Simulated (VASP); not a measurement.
# TiN (Fm-3m) in VASP: notebook, part 3 of 3

VASP 6.6.1. The steps go on from the part before.

## (4) Single point, PBE (10.15 Å³/atom)

This run uses another cell than the first one, of 10.15 Å³/atom.

Input file INCAR:

```
PREC = Accurate
ENCUT = 520
EDIFF = 1E-6
ISMEAR = 0
SIGMA = 0.1
LREAL = F
LASPH = T
NELM = 80
ALGO = Normal
ISIF = 2
LWAVE = F
LCHARG = F
GGA = PE
NBANDS = 16
```

Input file KPOINTS:

```
regular mesh
0
Gamma
  18 18 18
```

Input file POSCAR:

```
TiN
1.0
    0.0000000000      2.1650105459      2.1650105459
    2.1650105459      0.0000000000      2.1650105459
    2.1650105459      2.1650105459      0.0000000000
Ti N
1 1
Direct
    0.0000000000      0.0000000000      0.0000000000
    0.5000000000      0.5000000000      0.5000000000
```

Potentials or basis: VASP PAW PBE potentials, release 64 (Ti_sv, N).

Launch:

```console
cat potpaw_PBE.64/Ti_sv/POTCAR potpaw_PBE.64/N/POTCAR > POTCAR
mpirun -np 1 vasp_std > vasp.out
```

OUTCAR:

```text
PREC = Accurate
   ENCUT = 520
   EDIFF = 1E-6
   ISMEAR = 0
   LREAL = F
   LASPH = T
   NELM = 80
   ISIF = 2
   GGA = PE

 ion  position               nearest neighbor table
   1  0.000  0.000  0.000-   2 2.17   2 2.17   2 2.17   2 2.17   2 2.17   2 2.17
   2  0.500  0.500  0.500-   1 2.17   1 2.17   1 2.17   1 2.17   1 2.17   1 2.17

  LATTYP: Found a face centered cubic cell.
 ALAT       =     4.3300210918

  Lattice vectors:

 A1 = (   0.0000000000,   2.1650105459,   2.1650105459)
 A2 = (   2.1650105459,   0.0000000000,   2.1650105459)
 A3 = (   2.1650105459,   2.1650105459,   0.0000000000)

Analysis of symmetry for initial positions (statically):
=====================================================================
 Subroutine PRICEL returns:
 Original cell was already a primitive cell.

 Routine SETGRP: Setting up the symmetry group for a
 face centered cubic supercell.

 Subroutine GETGRP returns: Found 48 space group operations
 (whereof 48 operations were pure point group operations)
 out of a pool of 48 trial point group operations.

The static configuration has the point symmetry O_h .

Analysis of symmetry for dynamics (positions and initial velocities):
=====================================================================
 Subroutine PRICEL returns:
 Original cell was already a primitive cell.

 Routine SETGRP: Setting up the symmetry group for a
 face centered cubic supercell.

 Subroutine GETGRP returns: Found 48 space group operations
 (whereof 48 operations were pure point group operations)
 out of a pool of 48 trial point group operations.

The dynamic configuration has the point symmetry O_h .

 Subroutine INISYM returns: Found 48 space group operations
 (whereof 48 operations are pure point group operations),
 and found     1 'primitive' translations

----------------------------------------------------------------------------------------

                                     Primitive cell

  volume of cell :      20.2960

  direct lattice vectors                    reciprocal lattice vectors
     0.000000000  2.165010546  2.165010546    -0.230945757  0.230945757  0.230945757
     2.165010546  0.000000000  2.165010546     0.230945757 -0.230945757  0.230945757
     2.165010546  2.165010546  0.000000000     0.230945757  0.230945757 -0.230945757

  length of vectors
     3.061787277  3.061787277  3.061787277     0.400009785  0.400009785  0.400009785

  position of ions in fractional coordinates (direct lattice)
     0.000000000  0.000000000  0.000000000
     0.500000000  0.500000000  0.500000000

  ion indices of the primitive-cell ions
   primitive index   ion index
                 1           1
                 2           2

----------------------------------------------------------------------------------------

 KPOINTS: regular mesh

Automatic generation of k-mesh.
 Grid dimensions read from file:
 generate k-points for:   18   18   18

 Generating k-lattice:

  Cartesian coordinates                     Fractional coordinates (reciprocal lattice)
    -0.012830320  0.012830320  0.012830320     0.055555556  0.000000000  0.000000000
     0.012830320 -0.012830320  0.012830320     0.000000000  0.055555556  0.000000000
     0.012830320  0.012830320 -0.012830320     0.000000000  0.000000000  0.055555556

  Length of vectors
     0.022222766  0.022222766  0.022222766

  Shift w.r.t. Gamma in fractional coordinates (k-lattice)
     0.000000000  0.000000000  0.000000000

 Subroutine IBZKPT returns following result:
 ===========================================

 Found    195 irreducible k-points:

 Following reciprocal coordinates:
            Coordinates               Weight
  0.000000  0.000000  0.000000      1.000000
  0.055556  0.000000  0.000000      8.000000
  0.111111  0.000000  0.000000      8.000000
  0.166667  0.000000  0.000000      8.000000
  0.222222  0.000000  0.000000      8.000000
  0.277778  0.000000  0.000000      8.000000
[... 16 lines left out ...]
 -0.277778  0.055556  0.000000     24.000000
 -0.222222  0.055556  0.000000     24.000000
 [... further k-points ...]
   k-points           NKPTS =    195   k-points in BZ     NKDIM =    195   number of bands    NBANDS=     16
   number of dos      NEDOS =    301   number of ions     NIONS =      2
   total plane-waves  NPLWV =  13824
   dimension x,y,z NGX =    24 NGY =   24 NGZ =   24
   dimension x,y,z NGXF=    48 NGYF=   48 NGZF=   48
   ions per type =               1   1
   NGX,Y,Z   is equivalent  to a cutoff of  13.03, 13.03, 13.03 a.u.
   NGXF,Y,Z  is equivalent  to a cutoff of  26.06, 26.06, 26.06 a.u.
 SYSTEM =  unknown system
   PREC   = accura    normal or accurate (medium, high low for compatibility)
   ISTART =      0    job   : 0-new  1-cont  2-samecut
   ICHARG =      2    charge: 1-file 2-atom 10-const
   ISPIN  =      1    spin polarized calculation?
   LNONCOLLINEAR =      F non collinear calculations
   LSORBIT =      F    spin-orbit coupling
   LASPH  =      T    aspherical Exc in radial PAW
   ENCUT  =  520.0 eV  38.22 Ry    6.18 a.u.   5.69  5.69  5.69*2*pi/ulx,y,z
   NELM   =     80;   NELMIN=  2; NELMDL= -5     # of ELM steps
   EDIFF  = 0.1E-05   stopping-criterion for ELM
   LREAL  =      F    real-space projection
   EDIFFG = 0.1E-04   stopping-criterion for IOM
   NSW    =      0    number of steps for IOM
   IBRION =     -1    ionic relax: 0-MD 1-quasi-New 2-CG
   NFREE  =      0    steps in history (QN), initial steepest desc. (CG)
   ISIF   =      2    stress and relaxation
   ISYM   =      2    0-nonsym 1-usesym 2-fastsym
   POTIM  = 0.5000    time-step for ionic-motion
   TEBEG  =    0.0;   TEEND  =   0.0 temperature during run
   PSTRESS=    0.0 pullay stress
   NELECT =      17.0000    total number of electrons
   NUPDOWN=      -1.0000    fix difference up-down
   EMIN   =  10.00;   EMAX   =-10.00  energy-range for DOS
   EFERMI =   0.00;   METHOD = LEGACY
   ISMEAR =     0;   SIGMA  =   0.10  broadening in eV -4-tet -1-fermi 0-gaus
   EFERMI_NEDOS =   21; number of points for ismear=-14 and -15
   IALGO  =     38    algorithm
   IMIX   =      4    mixing-type and parameters
     AMIX     =   0.40;   BMIX     =  1.00
     AMIX_MAG =   1.60;   BMIX_MAG =  1.00
  volume/ion in A,a.u.               =      10.15        68.48
  Fermi-wavevector in a.u.,A,eV,Ry     =   1.543196  2.916218 32.401652  2.381454
  Thomas-Fermi vector in A             =   2.648893
   LORBIT       =      0    0 simple, 1 ext, 2 COOP (PROOUT), +10 PAW based schemes
   GGA     = PE    functional components
   LHFCALC =     F    Hartree Fock is set to
   AEXX    =    0.0000 exact exchange contribution
   IVDW    =     0    specifies the selected vdW correction
   LEPSILON=     F    determine dielectric tensor
   LRPA    =     F    only Hartree local field effects (RPA)
 non-spin polarized calculation
 Gauss-broadening in eV      SIGMA  =   0.10
  energy-cutoff  :      520.00
  volume of cell :       20.30
 maximum number of plane-waves:       568
   NGX = 11   NGY = 11   NGZ = 11

 number of electron      16.9999999 magnetization

 Free energy of the ion-electron system (eV)
  ---------------------------------------------------
  ext. energy  EPLUGINS =         0.00000000
  ---------------------------------------------------
  free energy    TOTEN  =       -19.58910896 eV

  energy without entropy =      -19.58442247  energy(sigma->0) =      -19.58676572

 E-fermi :  10.6228     XC(G=0): -12.6816

 val. band max:       10.5959929611   @ k =  -0.1667   0.1111   0.0000
 cond. band min:      10.6244581584   @ k =   0.1111   0.0556   0.0000
 fundamental gap:      0.0284651973
 Fermi energy:        10.6228337064

 k-point     1 :       0.0000    0.0000    0.0000
  band No.  band energies     occupation
      1     -47.3372      2.00000
      2     -23.3559      2.00000
      3     -23.3559      2.00000
      4     -23.3559      2.00000
      5      -6.0920      2.00000
      6       8.6669      2.00000
[... 8 lines left out ...]
     15      23.6107      0.00000
     16      29.5548      0.00000
[... 419 lines left out ...]
 k-point    24 :      -0.2222    0.0556    0.0000
  band No.  band energies     occupation
      1     -47.3014      2.00000
      2     -23.6021      2.00000
      3     -23.3949      2.00000
      4     -23.3715      2.00000
      5      -5.1573      2.00000
      6       5.3998      2.00000
[... 8 lines left out ...]
     15      23.0722      0.00000
     16      26.9685      0.00000

 [... further k-points ...]

------------------------ aborting loop because EDIFF is reached ----------------------------------------

  FORCE on cell =-STRESS in cart. coord.  units (eV):
  Direction    XX          YY          ZZ          XY          YZ          ZX
  --------------------------------------------------------------------------------------
  -------------------------------------------------------------------------------------
  Total       -1.7561587     -1.7561587     -1.7561587      0.0000000      0.0000000      0.0000000
  in kB     -138.6322592   -138.6322592   -138.6322592      0.0000000      0.0000000      0.0000000
  external PRESSURE =    -138.6322592 kB  Pullay stress =       0.0000000 kB

 VOLUME and BASIS-vectors are now :
 -----------------------------------------------------------------------------
  energy-cutoff  :      520.00
  volume of cell :       20.30
      direct lattice vectors                 reciprocal lattice vectors
     0.000000000  2.165010546  2.165010546    -0.230945757  0.230945757  0.230945757
     2.165010546  0.000000000  2.165010546     0.230945757 -0.230945757  0.230945757
     2.165010546  2.165010546  0.000000000     0.230945757  0.230945757 -0.230945757

 POSITION                                       TOTAL-FORCE (eV/Angst)
 -----------------------------------------------------------------------------------
      0.00000      0.00000      0.00000        -0.000000      0.000000     -0.000000
      2.16501      2.16501      2.16501         0.000000     -0.000000      0.000000
 -----------------------------------------------------------------------------------
    total drift:                                0.000000     -0.000000     -0.000000

  FREE ENERGIE OF THE ION-ELECTRON SYSTEM (eV)
  ---------------------------------------------------
  free  energy   TOTEN  =       -19.5891089630 eV

  energy  without entropy=      -19.5844224688  energy(sigma->0) =      -19.58676572
```

stdout:

```text
POSCAR found type information on POSCAR TiN
 POSCAR found :  2 types and       2 ions
 scaLAPACK will be used
 LDA part: xc-table for (Slater+PW92), standard interpolation
 POSCAR, INCAR and KPOINTS ok, starting setup
 FFT: planning ... GRIDC
 FFT: planning ... GRID_SOFT
 FFT: planning ... GRID
 WAVECAR not read
 entering main loop
```

It took 82 s on 1 thread of Intel Xeon 8259CL, shared host; peak memory 0.19 GiB.

Results:

```
Free energy            : -19.5891 eV
Pressure               : -13.9 GPa
Band gap on the k mesh : zero (an odd number of electrons rules out a gap without spin polarisation)
```

Caveat: the cell stands under tension.

## (5) Summary

| cell | gap on the mesh (eV) | pressure (GPa) |
| --- | --- | --- |
| a = 3.003 Å, angles 60.0°, 2 atoms | none | 0.5 |
| a = 3.033 Å, angles 60.0°, 2 atoms | none | -7.3 |
| a = 3.062 Å, angles 60.0°, 2 atoms | none | -13.9 |

Alike in all rows: task single point; level PBE; potentials or basis VASP PAW PBE potentials, release 64 (Ti_sv, N); no spin polarisation; k mesh 18 × 18 × 18; cutoff (eV) 520; smearing gaussian 0.1 eV.

Caveats: the cell stands under tension (at least some runs).

Total energies depend on the potentials used, so only differences within one code and one set of settings carry meaning.
